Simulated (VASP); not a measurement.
# CrCuO2 (R-3m) in VASP: single point with r2SCAN+U

Aim: the single point of CrCuO2 with r2SCAN+U.

All numbers are computed with VASP 6.6.1; they aren't measurements. Logs are shortened: lines on timing, memory, paths and dates and some standing lists are left out, and cuts for length are marked.

## Step 1: The cell of the first run

The structure is trigonal, space group R-3m (No. 166). Conventional cell: a = 2.992 Å, b = 2.992 Å, c = 17.204 Å, α = 90.00°, β = 90.00°, γ = 120.00°. Cu (site symmetry -3m) has 2 O at 1.86 Å within 2.5 Å. Within 2.5 Å of O (site symmetry 3m) lie 1 Cu at 1.86 Å and 3 Cr at 2.00 Å. Cr (site symmetry -3m) has 6 O at 2.00 Å within 2.7 Å.

## Step 2: Single point, r2SCAN+U, collinear spin, ferrimagnetic start

The input, POSCAR:

```
CrCuO2
1.0
    1.4957705900      0.8635869300      5.7347765900
   -1.4957705900      0.8635869300      5.7347765900
    0.0000000000     -1.7271637900      5.7347765900
Cu O Cr
1 2 1
Direct
    0.0000000000      0.0000000000      0.0000000000
    0.1079200000      0.1079200000      0.1079200000
    0.8920800000      0.8920800000      0.8920800000
    0.5000000000      0.5000000000      0.5000000000
```

The input, INCAR.step1:

```
  PREC = Accurate
  ENCUT = 660
  ISMEAR = -5
  SIGMA = 0.1
  LREAL = F
  LASPH = T
  NELM = 200
  ISPIN = 2
  MAGMOM = 1 0 0 -3
  LMAXMIX = 4
  LDAU = T
  LDAUTYPE = 2
  LDAUL = 2 -1 2
  LDAUU = 5.29 0 1.06
  LDAUJ = 0 0 0
  NBANDS = 30
  GGA = PE
  ALGO = Normal
  EDIFF = 1E-5
  LWAVE = T
  LCHARG = F
  GGA_COMPAT = F
```

The input, INCAR.step2:

```
  PREC = Accurate
  ENCUT = 660
  EDIFF = 1E-6
  ISMEAR = -5
  SIGMA = 0.1
  LREAL = F
  LASPH = T
  NELM = 200
  ALGO = Normal
  ISIF = 2
  LWAVE = F
  LCHARG = T
  ISPIN = 2
  MAGMOM = 1 0 0 -3
  LORBIT = 11
  LMAXMIX = 4
  LDAU = T
  LDAUTYPE = 2
  LDAUL = 2 -1 2
  LDAUU = 5.29 0 1.06
  LDAUJ = 0 0 0
  LDAUPRINT = 1
  METAGGA = R2SCAN
  LMIXTAU = T
  LELF = T
  LVHAR = T
  NBANDS = 30
  ISTART = 1
  GGA_COMPAT = F
```

The input, KPOINTS:

```
Automatic mesh
0
Gamma
  7 7 7
```

Potentials or basis: VASP PAW PBE potentials, release 64 (Cu, O, Cr_pv).

Run with:

```
$ cat potpaw_PBE.64/Cu/POTCAR potpaw_PBE.64/O/POTCAR potpaw_PBE.64/Cr_pv/POTCAR > POTCAR
$ cp INCAR.step1 INCAR
$ mpirun -np 1 vasp_std > vasp.out
$ cp INCAR.step2 INCAR
$ mpirun -np 1 vasp_std > vasp.out
```

OUTCAR:

```text
PREC = Accurate
   ENCUT = 660
   EDIFF = 1E-6
   ISMEAR = -5
   LREAL = F
   LASPH = T
   NELM = 200
   ISIF = 2
   ISPIN = 2
   LORBIT = 11
   METAGGA = R2SCAN
   ISTART = 1

 ion  position               nearest neighbor table
   1  0.000  0.000  0.000-   2 1.86   3 1.86
   2  0.108  0.108  0.108-   1 1.86   4 2.00   4 2.00   4 2.00
   3  0.892  0.892  0.892-   1 1.86   4 2.00   4 2.00   4 2.00
   4  0.500  0.500  0.500-   2 2.00   2 2.00   3 2.00   3 2.00   2 2.00   3 2.00

  LATTYP: Found a trigonal (rhomboedric) cell.
 ALAT       =     5.9892215338
 COS(alpha) =     0.8752560934

  Lattice vectors:

 A1 = (   1.4957705900,   0.8635869300,   5.7347765900)
 A2 = (  -1.4957705900,   0.8635869300,   5.7347765900)
 A3 = (   0.0000000000,  -1.7271637900,   5.7347765900)

Analysis of symmetry for initial positions (statically):
=====================================================================
 Subroutine PRICEL returns:
 Original cell was already a primitive cell.

 Routine SETGRP: Setting up the symmetry group for a
 trigonal (rhombohedral) supercell.

 Subroutine GETGRP returns: Found 12 space group operations
 (whereof 12 operations were pure point group operations)
 out of a pool of 12 trial point group operations.

The static configuration has the point symmetry D_3d.

Analysis of symmetry for dynamics (positions and initial velocities):
=====================================================================
 Subroutine PRICEL returns:
 Original cell was already a primitive cell.

 Routine SETGRP: Setting up the symmetry group for a
 trigonal (rhombohedral) supercell.

 Subroutine GETGRP returns: Found 12 space group operations
 (whereof 12 operations were pure point group operations)
 out of a pool of 12 trial point group operations.

The dynamic configuration has the point symmetry D_3d.

Analysis of structural, dynamic, and magnetic symmetry:
=====================================================================
 Subroutine PRICEL returns:
 Original cell was already a primitive cell.
[... 216 lines left out ...]
  o =  0.2229  v =  0.0000 -0.7688  0.0000 -0.0000  0.6395  0.0000  0.0000  0.0000  0.0000  0.0000      0.0000  0.0000  0.0000  0.0000  0.0000  0.0000  0.0000  0.0000  0.0000  0.0000
  o =  0.2993  v =  0.0000  0.0000  0.0000  0.0000  0.0000 -0.6018  0.0000 -0.0000  0.7986 -0.0000      0.0000  0.0000  0.0000  0.0000  0.0000  0.0000  0.0000  0.0000  0.0000  0.0000
  o =  0.2993  v =  0.0000  0.0000  0.0000  0.0000  0.0000  0.0000 -0.7986  0.0000  0.0000  0.6018      0.0000  0.0000  0.0000  0.0000  0.0000  0.0000  0.0000  0.0000  0.0000  0.0000
  o =  0.9440  v =  0.0000  0.0000  0.0000  0.0000  0.0000  0.0000 -0.0000  1.0000  0.0000 -0.0001      0.0000  0.0000  0.0000  0.0000  0.0000  0.0000  0.0000  0.0000  0.0000  0.0000
  o =  0.9467  v =  0.0000  0.0000  0.0000  0.0000  0.0000  0.0000  0.6018  0.0001  0.0000  0.7986      0.0000  0.0000  0.0000  0.0000  0.0000  0.0000  0.0000  0.0000  0.0000  0.0000
  o =  0.9467  v =  0.0000  0.0000  0.0000  0.0000  0.0000 -0.7986  0.0000  0.0000 -0.6018  0.0000      0.0000  0.0000  0.0000  0.0000  0.0000  0.0000  0.0000  0.0000  0.0000  0.0000

 number of electron      35.0000004 magnetization      -3.0000000

 Free energy of the ion-electron system (eV)
  ---------------------------------------------------
  ext. energy  EPLUGINS =         0.00000000
  ---------------------------------------------------
  free energy    TOTEN  =       -42.73485188 eV

  energy without entropy =      -42.73485188  energy(sigma->0) =      -42.73485188

 E-fermi :   4.8713     XC(G=0): -12.1235

 val. band max:        4.8432057910   @ k =  -0.2857   0.4286   0.1429
 cond. band min:       6.5284822776   @ k =   0.0000   0.0000   0.0000
 fundamental gap:      1.6852764866
 Fermi energy:         4.8713352827

 spin component 1

 k-point     1 :       0.0000    0.0000    0.0000
  band No.  band energies     occupation
      1     -37.0472      1.00000
      2     -37.0472      1.00000
      3     -37.0201      1.00000
      4     -15.6026      1.00000
      5     -14.1560      1.00000
      6      -2.2996      1.00000
[... 1529 lines left out ...]
     28      20.0195      0.00000
     29      20.4675      0.00000

 [... further k-points ...]

 [bands above 29 left out]

------------------------ aborting loop because EDIFF is reached ----------------------------------------

  FORCE on cell =-STRESS in cart. coord.  units (eV):
  Direction    XX          YY          ZZ          XY          YZ          ZX
  --------------------------------------------------------------------------------------
  -------------------------------------------------------------------------------------
  Total       -0.2054614     -0.2054614     -1.4835978      0.0000000     -0.0000009      0.0000000
  in kB       -7.4063399     -7.4063402    -53.4797834      0.0000000     -0.0000313      0.0000000
  external PRESSURE =     -22.7641545 kB  Pullay stress =       0.0000000 kB

 VOLUME and BASIS-vectors are now :
 -----------------------------------------------------------------------------
  energy-cutoff  :      660.00
  volume of cell :       44.45
      direct lattice vectors                 reciprocal lattice vectors
     1.495770590  0.863586930  5.734776590     0.334275860  0.192994253  0.058124790
    -1.495770590  0.863586930  5.734776590    -0.334275860  0.192994253  0.058124790
     0.000000000 -1.727163790  5.734776590     0.000000000 -0.385988506  0.058125129

 POSITION                                       TOTAL-FORCE (eV/Angst)
 -----------------------------------------------------------------------------------
      0.00000      0.00000      0.00000         0.000000      0.000000      0.000000
      0.00000      0.00000      1.85669         0.000000     -0.000000     -0.199828
      0.00000      0.00001     15.34764         0.000000      0.000000      0.199828
      0.00000      0.00001      8.60216        -0.000000      0.000000      0.000000
 -----------------------------------------------------------------------------------
    total drift:                               -0.000000      0.000000      0.000000

  FREE ENERGIE OF THE ION-ELECTRON SYSTEM (eV)
  ---------------------------------------------------
  free  energy   TOTEN  =       -42.7348518780 eV

  energy  without entropy=      -42.7348518780  energy(sigma->0) =      -42.73485188

 total charge

# of ion       s       p       d       tot
------------------------------------------
    1        0.401   0.294   9.414  10.109
    2        1.553   3.533   0.000   5.086
    3        1.553   3.533   0.000   5.086
    4        0.424   6.332   4.000  10.756
--------------------------------------------------
tot          3.931  13.691  13.414  31.036

 magnetization (x)

# of ion       s       p       d       tot
------------------------------------------
    1       -0.015  -0.007   0.004  -0.017
    2        0.000   0.008   0.000   0.008
    3        0.000   0.008   0.000   0.008
    4       -0.051  -0.026  -2.837  -2.914
--------------------------------------------------
tot         -0.065  -0.017  -2.833  -2.916
```

OUTCAR.step1:

```text
PREC = Accurate
   ENCUT = 660
   ISMEAR = -5
   LREAL = F
   LASPH = T
[... 1794 lines left out ...]
      0.00000      0.00000      0.00000         0.000000      0.000000      0.000000
      0.00000      0.00000      1.85669         0.000000     -0.000000     -0.127339
      0.00000      0.00001     15.34764         0.000000      0.000000      0.127339
      0.00000      0.00001      8.60216         0.000000     -0.000000      0.000000
 -----------------------------------------------------------------------------------
    total drift:                               -0.000000      0.000000      0.000000

  FREE ENERGIE OF THE ION-ELECTRON SYSTEM (eV)
  ---------------------------------------------------
  free  energy   TOTEN  =       -26.6811628164 eV

  energy  without entropy=      -26.6811628164  energy(sigma->0) =      -26.68116282
```

Run time: 19 min. Hardware: 1 thread of Intel Xeon 6975P-C (Granite Rapids), shared host; peak memory 0.57 GiB.

Results:

| Item | Value |
| --- | --- |
| Free energy | -42.7349 eV |
| Pressure | -2.3 GPa |
| Largest force | 0.200 eV/Å |
| Band gap on the k mesh | 1.69 eV (least direct gap 1.71 eV) |
| Net moment | -3.00 μB per cell |
| Site moments | Cu -0.02; O +0.01; Cr -2.91 μB |
| Valence electrons inside the program's atomic spheres | Cu 10.11; O 5.09; Cr 10.76 |

Forces on the atoms (eV/Å):
```
Cu   0.000  0.000  0.000
O    0.000  0.000 -0.200
O    0.000  0.000  0.200
Cr   0.000  0.000  0.000
```

Eigenvalues of the final occupation matrices:
| site | spin | trace | eigenvalues |
| --- | --- | --- | --- |
| site 1 d | 1 | 4.72 | 0.87 0.95 0.95 0.97 0.97 |
| site 1 d | 2 | 4.72 | 0.87 0.95 0.95 0.97 0.97 |
| site 4 d | 1 | 0.59 | 0.04 0.05 0.05 0.22 0.22 |
| site 4 d | 2 | 3.44 | 0.30 0.30 0.94 0.95 0.95 |

Caveat: the PAW data sets were made with another functional, which shifts forces and pressure a little. A k mesh can miss the band edges.
